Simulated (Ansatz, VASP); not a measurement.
**Two plane-wave programs on BAs**

```
B As
1.0
     0.00000    2.46362    2.35865
     2.46362    0.00000    2.35865
     2.46362    2.46362    0.00000
B As
1 1
Direct
  0.00000 0.00000 0.00000
  0.25000 0.25000 0.25000
```

Change from the starting cell: epitaxial_xy strain +3.0%.

Alike in both runs: task single point; functional PBE; k mesh 10 × 10 × 10; occupations fermi-dirac, width 0.02 eV; no spin polarisation.

```csv
,VASP,Ansatz
version,VASP 6.6.1,Ansatz 0.2.0
potentials or method,"VASP PAW PBE potentials, release 64 (B, As_d)","plane waves, PAW"
plane-wave cutoff (eV),560,420
valence electrons in the cell,18,18
```

```csv
,VASP,Ansatz,Ansatz less VASP
pressure (GPa),-3.8,-3.6,+0.21
"traceless stress, the component that is largest in VASP (GPa)",5.39,5.38,-0.012
```

The functional is the same, so the differences come from potentials, cutoffs and numerics.
